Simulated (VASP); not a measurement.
# Be2I (P-4m2) in VASP: further runs

Runs on Be2I. Level: PBE. Tasks: single point, relaxation of cell and atoms.

All numbers are computed with VASP 6.6.1; they aren't measurements. Logs are shortened: lines on timing, memory, paths and dates and some standing lists are left out, and cuts for length are marked.

**1. The cell of the first run**

Symmetry: P-4m2, No. 115, tetragonal system. The conventional cell has a = 3.418 Å, b = 3.418 Å, c = 4.756 Å, α = 90.00°, β = 90.00°, γ = 90.00°. Be (site symmetry 2mm) has 4 Be at 2.50 Å and 4 I at 2.68 to 3.19 Å within 3.3 Å. Within 3.5 Å of I (site symmetry -4m2) lie 8 Be at 2.68 to 3.19 Å and 4 I at 3.42 Å.

**2. Single point, PBE**

INCAR

```
PREC = Accurate ; ENCUT = 520
EDIFF = 1E-6 ; ISMEAR = 0
SIGMA = 0.1 ; LREAL = F
LASPH = T ; NELM = 100
ALGO = Normal ; ISIF = 2
LWAVE = F ; LCHARG = T
GGA = PE ; LELF = T
LVHAR = T ; NBANDS = 12
```

KPOINTS

```
regular mesh
0
Gamma
  14 14 10
```

POSCAR

```
Be2I
1.0
    3.4177439965      0.0000000000      0.0000000000
    0.0000000000      3.4177439965      0.0000000000
    0.0000000000      0.0000000000      4.7557004984
Be I
2 1
Direct
    0.5000000000      0.0000000000      0.5657852728
    0.0000000000      0.5000000000      0.4342147272
    0.0000000000      0.0000000000      0.0000000000
```

Potentials or basis: VASP PAW PBE potentials, release 64 (Be, I).

Run with:

```
cat potpaw_PBE.64/Be/POTCAR potpaw_PBE.64/I/POTCAR > POTCAR
mpirun -np 1 vasp_std > vasp.out
```

OUTCAR:

```text
PREC = Accurate
   ENCUT = 520
   EDIFF = 1E-6
   ISMEAR = 0
   LREAL = F
   LASPH = T
   NELM = 100
   ISIF = 2
   GGA = PE

 ion  position               nearest neighbor table
   1  0.500  0.000  0.566-   3 2.68   3 2.68
   2  0.000  0.500  0.434-   3 2.68   3 2.68
   3  0.000  0.000  0.000-   1 2.68   2 2.68   2 2.68   1 2.68

  LATTYP: Found a simple tetragonal cell.
 ALAT       =     3.4177439965
 C/A-ratio  =     1.3914735870

  Lattice vectors:

 A1 = (   3.4177439965,   0.0000000000,   0.0000000000)
 A2 = (   0.0000000000,   3.4177439965,   0.0000000000)
 A3 = (   0.0000000000,   0.0000000000,   4.7557004984)

Analysis of symmetry for initial positions (statically):
=====================================================================
 Subroutine PRICEL returns:
 Original cell was already a primitive cell.

 Routine SETGRP: Setting up the symmetry group for a
 simple tetragonal supercell.

 Subroutine GETGRP returns: Found  8 space group operations
 (whereof  8 operations were pure point group operations)
 out of a pool of 16 trial point group operations.

The static configuration has the point symmetry D_2d.

Analysis of symmetry for dynamics (positions and initial velocities):
=====================================================================
 Subroutine PRICEL returns:
 Original cell was already a primitive cell.

 Routine SETGRP: Setting up the symmetry group for a
 simple tetragonal supercell.

 Subroutine GETGRP returns: Found  8 space group operations
 (whereof  8 operations were pure point group operations)
 out of a pool of 16 trial point group operations.

The dynamic configuration has the point symmetry D_2d.

 Subroutine INISYM returns: Found  8 space group operations
 (whereof  8 operations are pure point group operations),
 and found     1 'primitive' translations

----------------------------------------------------------------------------------------

                                     Primitive cell

  volume of cell :      55.5512

  direct lattice vectors                    reciprocal lattice vectors
     3.417743997  0.000000000  0.000000000     0.292590668  0.000000000  0.000000000
     0.000000000  3.417743997  0.000000000     0.000000000  0.292590668  0.000000000
     0.000000000  0.000000000  4.755700498     0.000000000  0.000000000  0.210273965

  length of vectors
     3.417743997  3.417743997  4.755700498     0.292590668  0.292590668  0.210273965

  position of ions in fractional coordinates (direct lattice)
     0.500000000  0.000000000  0.565785273
     0.000000000  0.500000000  0.434214727
[... 86 lines left out ...]
   ISYM   =      2    0-nonsym 1-usesym 2-fastsym
   POTIM  = 0.5000    time-step for ionic-motion
   TEBEG  =    0.0;   TEEND  =   0.0 temperature during run
   PSTRESS=    0.0 pullay stress
   NELECT =      11.0000    total number of electrons
   NUPDOWN=      -1.0000    fix difference up-down
   EMIN   =  10.00;   EMAX   =-10.00  energy-range for DOS
   EFERMI =   0.00;   METHOD = LEGACY
   ISMEAR =     0;   SIGMA  =   0.10  broadening in eV -4-tet -1-fermi 0-gaus
   EFERMI_NEDOS =   21; number of points for ismear=-14 and -15
   IALGO  =     38    algorithm
   IMIX   =      4    mixing-type and parameters
     AMIX     =   0.40;   BMIX     =  1.00
     AMIX_MAG =   1.60;   BMIX_MAG =  1.00
  volume/ion in A,a.u.               =      18.52       124.96
  Fermi-wavevector in a.u.,A,eV,Ry     =   0.954204  1.803184 12.388175  0.910505
  Thomas-Fermi vector in A             =   2.082929
   LORBIT       =      0    0 simple, 1 ext, 2 COOP (PROOUT), +10 PAW based schemes
   GGA     = PE    functional components
   LHFCALC =     F    Hartree Fock is set to
   AEXX    =    0.0000 exact exchange contribution
   IVDW    =     0    specifies the selected vdW correction
   LEPSILON=     F    determine dielectric tensor
   LRPA    =     F    only Hartree local field effects (RPA)
 non-spin polarized calculation
 Gauss-broadening in eV      SIGMA  =   0.10
  energy-cutoff  :      520.00
  volume of cell :       55.55
 maximum number of plane-waves:      1512
 NGX is ok and might be reduce to    28
   NGX = 13   NGY = 13   NGZ = 17

 number of electron      11.0000000 magnetization

 Free energy of the ion-electron system (eV)
  ---------------------------------------------------
  ext. energy  EPLUGINS =         0.00000000
  ---------------------------------------------------
  free energy    TOTEN  =        -6.54324110 eV

  energy without entropy =       -6.53766485  energy(sigma->0) =       -6.54045297

 E-fermi :   6.1169     XC(G=0):  -9.4315

 val. band max:        6.1128242994   @ k =   0.4286   0.0714   0.3000
 cond. band min:       6.1169898284   @ k =   0.2857   0.1429   0.1000
 fundamental gap:      0.0041655290
 Fermi energy:         6.1168827190

 k-point     1 :       0.0000    0.0000    0.0000
  band No.  band energies     occupation
      1      -9.1401      2.00000
      2      -0.1111      2.00000
      3       1.1242      2.00000
      4       3.9162      2.00000
      5       3.9162      2.00000
      6       9.3700      0.00000
      7       9.3700      0.00000
      8       9.6112      0.00000
      9       9.7283      0.00000
     10      12.1374      0.00000
     11      12.1587      0.00000
     12      13.8197      0.00000
[... 331 lines left out ...]
 k-point    24 :       0.3571    0.2143    0.0000
  band No.  band energies     occupation
      1      -8.0532      2.00000
      2      -0.1203      2.00000
      3       1.2673      2.00000
      4       2.1353      2.00000
      5       3.2501      2.00000
      6       5.5454      2.00000
      7       7.7350      0.00000
      8       8.6063      0.00000
      9      10.1183      0.00000
     10      10.2850      0.00000
     11      13.7327      0.00000
     12      14.4509      0.00000

 [... further k-points ...]
[... 5 lines left out ...]
  --------------------------------------------------------------------------------------
  -------------------------------------------------------------------------------------
  Total       -0.0038434     -0.0038434     -0.0027782      0.0000000      0.0000000      0.0000000
  in kB       -0.1108497     -0.1108497     -0.0801285      0.0000000      0.0000000      0.0000000
  external PRESSURE =      -0.1006093 kB  Pullay stress =       0.0000000 kB

 VOLUME and BASIS-vectors are now :
 -----------------------------------------------------------------------------
  energy-cutoff  :      520.00
  volume of cell :       55.55
      direct lattice vectors                 reciprocal lattice vectors
     3.417743997  0.000000000  0.000000000     0.292590668  0.000000000  0.000000000
     0.000000000  3.417743997  0.000000000     0.000000000  0.292590668  0.000000000
     0.000000000  0.000000000  4.755700498     0.000000000  0.000000000  0.210273965

 POSITION                                       TOTAL-FORCE (eV/Angst)
 -----------------------------------------------------------------------------------
      1.70887      0.00000      2.69071        -0.000000      0.000000     -0.002432
      0.00000      1.70887      2.06500        -0.000000     -0.000000      0.002432
      0.00000      0.00000      0.00000         0.000000     -0.000000      0.000000
 -----------------------------------------------------------------------------------
    total drift:                                0.000000      0.000000      0.000000

  FREE ENERGIE OF THE ION-ELECTRON SYSTEM (eV)
  ---------------------------------------------------
  free  energy   TOTEN  =        -6.5432410996 eV

  energy  without entropy=       -6.5376648480  energy(sigma->0) =       -6.54045297
```

OSZICAR:

```text
N       E                     dE             d eps       ncg     rms          rms(c)
DAV:   1     0.236129665323E+02    0.23613E+02   -0.39283E+03  5184   0.691E+02
DAV:   2    -0.504816232468E+01   -0.28661E+02   -0.26783E+02  6740   0.112E+02
DAV:   3    -0.673156014065E+01   -0.16834E+01   -0.16556E+01  6892   0.256E+01
DAV:   4    -0.675145498007E+01   -0.19895E-01   -0.19884E-01  6148   0.327E+00
DAV:   5    -0.675173244644E+01   -0.27747E-03   -0.27746E-03  6852   0.431E-01    0.919E+00
DAV:   6    -0.656279682660E+01    0.18894E+00   -0.50325E-01  6064   0.278E+00    0.551E+00
DAV:   7    -0.654483419332E+01    0.17963E-01   -0.14839E-01  6540   0.166E+00    0.203E+00
DAV:   8    -0.654354583234E+01    0.12884E-02   -0.15466E-02  5952   0.770E-01    0.625E-01
DAV:   9    -0.654320067193E+01    0.34516E-03   -0.93940E-04  6480   0.181E-01    0.162E-01
DAV:  10    -0.654324206516E+01   -0.41393E-04   -0.99766E-05  5836   0.654E-02    0.421E-02
DAV:  11    -0.654324109958E+01    0.96559E-06   -0.39258E-06  6452   0.115E-02
   1 F= -.65432411E+01 E0= -.65404530E+01  d E =-.557625E-02
```

stdout:

```text
POSCAR found type information on POSCAR BeI
 POSCAR found :  2 types and       3 ions
 scaLAPACK will be used
 LDA part: xc-table for (Slater+PW92), standard interpolation
 POSCAR, INCAR and KPOINTS ok, starting setup
 FFT: planning ... GRIDC
 FFT: planning ... GRID_SOFT
 FFT: planning ... GRID
 WAVECAR not read
 entering main loop
```

Wall time 85 s (1 thread of Intel Xeon Platinum 8259CL at 2.50GHz (Skylake/Cascade Lake), shared host); peak memory 0.28 GiB.

What came out:

```
Free energy : -6.5432 eV
Pressure    : 0.0 GPa
```

Forces in eV/Å, atoms in the order of the input:
```
Be   0.000  0.000 -0.002
Be   0.000  0.000  0.002
I    0.000  0.000  0.000
```

Levels at points of the mesh, in eV from the Fermi level:
```tsv
k point	band 3	band 4	band 5	band 6	band 7	band 8
(0.00, 0.00, 0.00)	-4.99	-2.20	-2.20	3.25	3.25	3.49
(0.50, 0.00, 0.00)	-4.91	-2.75	-1.74	-1.26	0.54	4.42
(0.50, 0.50, 0.00)	-5.99	-3.59	-2.37	-1.43	1.31	1.31
(0.00, 0.00, 0.50)	-1.69	-1.69	-0.11	1.48	1.48	1.61
(0.50, 0.00, 0.50)	-6.74	-4.06	-0.95	1.74	4.02	4.06
(0.50, 0.50, 0.50)	-5.78	-5.74	-1.90	-0.91	-0.91	1.67
```

Caveat: spin-orbit coupling is left out, which moves the levels of the heavy elements; an odd number of electrons without spin polarisation forces a metal; a magnetic or distorted state may lie lower.

**3. Relaxation of cell and atoms, PBE**

This run uses another cell than the first one, of 18.86 Å³/atom, 1.018 times its volume.

INCAR

```
  PREC = Accurate
  ENCUT = 600
  EDIFF = 1E-7
  ISMEAR = 0
  SIGMA = 0.1
  LREAL = F
  LASPH = T
  NELM = 100
  ALGO = Normal
  ISIF = 3
  LWAVE = F
  LCHARG = F
  GGA = PE
  IBRION = 2
  NSW = 100
  EDIFFG = -0.01
```

KPOINTS

```
Automatic mesh
0
Gamma
  14 14 10
```

POSCAR

```
Be2I
1.0
    3.3934587230      0.0000000000      0.0000000000
    0.0000000000      3.3934587230      0.0000000000
    0.0000000000      0.0000000000      4.9127352084
Be I
2 1
Direct
    0.5000000000      0.0000000000      0.5745279983
    0.0000000000      0.5000000000      0.4254720017
    0.0000000000      0.0000000000      0.0000000000
```

Potentials or basis: VASP PAW PBE potentials, release 64 (Be, I).

Run with:

```
cat potpaw_PBE.64/Be/POTCAR potpaw_PBE.64/I/POTCAR > POTCAR
mpirun -np 1 vasp_std > vasp.out
```

OUTCAR:

```text
PREC = Accurate
   ENCUT = 600
   EDIFF = 1E-7
   ISMEAR = 0
   LREAL = F
   LASPH = T
   NELM = 100
   ISIF = 3
   GGA = PE
   IBRION = 2
   NSW = 100
   EDIFFG = -0.01

 ion  position               nearest neighbor table
   1  0.500  0.000  0.575-   3 2.69   3 2.69
   2  0.000  0.500  0.425-   3 2.69   3 2.69
   3  0.000  0.000  0.000-   1 2.69   2 2.69   2 2.69   1 2.69

  LATTYP: Found a simple tetragonal cell.
 ALAT       =     3.3934587230
 C/A-ratio  =     1.4477073716

  Lattice vectors:

 A1 = (   3.3934587230,   0.0000000000,   0.0000000000)
 A2 = (   0.0000000000,   3.3934587230,   0.0000000000)
 A3 = (   0.0000000000,   0.0000000000,   4.9127352084)

Analysis of symmetry for initial positions (statically):
=====================================================================
 Subroutine PRICEL returns:
 Original cell was already a primitive cell.
[... 372 lines left out ...]

 val. band max:        6.1092740192   @ k =   0.2857   0.1429   0.1000
 cond. band min:       6.1339855711   @ k =   0.2857   0.2143   0.3000
 fundamental gap:      0.0247115519
 Fermi energy:         6.1102853980

 k-point     1 :       0.0000    0.0000    0.0000
  band No.  band energies     occupation
      1      -9.1362      2.00000
      2      -0.1105      2.00000
      3       1.1144      2.00000
      4       3.9246      2.00000
      5       3.9246      2.00000
      6       9.3590      0.00000
      7       9.3590      0.00000
      8       9.6187      0.00000
      9       9.7381      0.00000
[... 265 lines left out ...]
 k-point    24 :       0.3571    0.2143    0.0000
  band No.  band energies     occupation
      1      -8.0481      2.00000
      2      -0.1158      2.00000
      3       1.2707      2.00000
      4       2.1386      2.00000
      5       3.2450      2.00000
      6       5.5374      2.00000
      7       7.7315      0.00000
      8       8.6024      0.00000
      9      10.1167      0.00000

 [... further k-points ...]
[... 5 lines left out ...]
  --------------------------------------------------------------------------------------
  -------------------------------------------------------------------------------------
  Total        0.0101748      0.0101748     -0.0235200      0.0000000      0.0000000     -0.0000000
  in kB        0.2934457      0.2934457     -0.6783254      0.0000000      0.0000000     -0.0000000
  external PRESSURE =      -0.0304780 kB  Pullay stress =       0.0000000 kB
[... 18 lines left out ...]
  FREE ENERGIE OF THE ION-ELECTRON SYSTEM (eV)
  ---------------------------------------------------
  free  energy   TOTEN  =        -6.5433256215 eV

  energy  without entropy=       -6.5377702135  energy(sigma->0) =       -6.54054792

 reached required accuracy - stopping structural energy minimisation
```

Wall time 8.2 min (1 thread of Intel Xeon Platinum 8259CL at 2.50GHz (Skylake/Cascade Lake), shared host); peak memory 0.32 GiB.

Results:

* Free energy: -6.5433 eV
* Relaxed volume: 18.52 Å³/atom
* Relaxed cell: a = 3.417 Å, b = 3.417 Å, c = 4.758 Å, α = 90.00°, β = 90.00°, γ = 90.00°
* Space group after relaxing (to 0.05 Å): P-4m2 (No. 115)
* Energy gained by relaxing: 3.6 meV/atom
* Ionic steps: 10
* Pressure after relaxing: 0.0 GPa
* Largest force after relaxing: 0.003 eV/Å

Forces on the atoms (eV/Å):
```
Be   0.000  0.000  0.003
Be   0.000  0.000 -0.003
I    0.000  0.000  0.000
```

Step by step:
| step | energy change (eV) | largest force (eV/Å) | pressure (GPa) | volume (Å³) |
| --- | --- | --- | --- | --- |
| 1 | 0.0000 | 0.0014 | -0.40 | 56.57 |
| 2 | -0.0051 | 0.0221 | -0.15 | 56.19 |
| 3 | -0.0080 | 0.0571 | 0.18 | 55.68 |
| 4 | -0.0080 | 0.0612 | 0.22 | 55.62 |
| 5 | -0.0086 | 0.0555 | -0.02 | 55.83 |
| 6 | -0.0088 | 0.0515 | -0.19 | 56.00 |
| 7 | -0.0093 | 0.0421 | -0.16 | 55.93 |
| 8 | -0.0104 | 0.0165 | -0.08 | 55.73 |
| 9 | -0.0102 | 0.0235 | 0.10 | 55.34 |
| 10 | -0.0107 | 0.0033 | 0.00 | 55.55 |

Final structure:
```xyz
3
Lattice="3.4170 0.0000 0.0000 0.0000 3.4170 0.0000 0.0000 0.0000 4.7580" Properties=species:S:1:pos:R:3 pbc="T T T"
Be    1.7085    0.0000    2.6892
Be    3.4170    1.7085    2.0687
I     0.0000    0.0000    0.0000
```

Caveat: spin-orbit coupling is left out, which moves the levels of the heavy elements; an odd number of electrons without spin polarisation forces a metal; a magnetic or distorted state may lie lower.

**4. Single point, PBE**

INCAR

```
  PREC = Accurate
  ENCUT = 520
  EDIFF = 1E-7
  ISMEAR = 0
  SIGMA = 0.1
  LREAL = False
  LASPH = True
  NELM = 100
  ALGO = Normal
  ISIF = 2
  LWAVE = False
  LCHARG = True
  GGA = PE
  LELF = True
  LVHAR = True
  NBANDS = 12
```

KPOINTS is that of step 3.

POSCAR

```
Be2I
1.0
    3.4177439965      0.0000000000      0.0000000000
    0.0000000000      3.4177439965      0.0000000000
    0.0000000000      0.0000000000      4.7557004984
Be I
2 1
Direct
    0.5000000000      0.0000000000      0.5657852728
    0.0000000000      0.5000000000      0.4342147272
    0.0000000000      0.0000000000      0.0000000000
```

Run with:

```
cat potpaw_PBE.64/Be/POTCAR potpaw_PBE.64/I/POTCAR > POTCAR
mpirun -np 1 vasp_std > vasp.out
```

Run time: 97 s. Hardware: 1 thread of Intel Xeon Platinum 8259CL at 2.50GHz (Skylake/Cascade Lake), shared host; peak memory 0.28 GiB.

It converged, with:

| Property | Result |
| --- | --- |
| Free energy | -6.5432 eV |
| Pressure | 0.0 GPa |

Forces on the atoms (eV/Å):
```
Be   0.000  0.000 -0.003
Be   0.000  0.000  0.003
I    0.000  0.000  0.000
```

Levels at points of the mesh, in eV from the Fermi level:
| k point | band 1 | band 2 | band 3 | band 4 | band 5 | band 6 | band 7 | band 8 | band 9 | band 10 |
| --- | --- | --- | --- | --- | --- | --- | --- | --- | --- | --- |
| (0.00, 0.00, 0.00) | -15.26 | -6.23 | -4.99 | -2.20 | -2.20 | 3.25 | 3.25 | 3.49 | 3.61 | 6.02 |
| (0.50, 0.00, 0.00) | -14.27 | -7.27 | -4.91 | -2.75 | -1.74 | -1.26 | 0.54 | 4.42 | 5.04 | 5.53 |
| (0.50, 0.50, 0.00) | -13.31 | -5.99 | -5.99 | -3.59 | -2.37 | -1.43 | 1.31 | 1.31 | 2.18 | 2.18 |
| (0.00, 0.00, 0.50) | -15.10 | -8.46 | -1.69 | -1.69 | -0.11 | 1.48 | 1.48 | 1.61 | 3.43 | 5.39 |
| (0.50, 0.00, 0.50) | -14.12 | -6.89 | -6.74 | -4.06 | -0.95 | 1.74 | 4.02 | 4.06 | 4.75 | 4.85 |
| (0.50, 0.50, 0.50) | -13.15 | -5.78 | -5.78 | -5.74 | -1.90 | -0.91 | -0.91 | 1.67 | 3.29 | 6.00 |

Caveat: spin-orbit coupling is left out, which moves the levels of the heavy elements; an odd number of electrons without spin polarisation forces a metal; a magnetic or distorted state may lie lower.
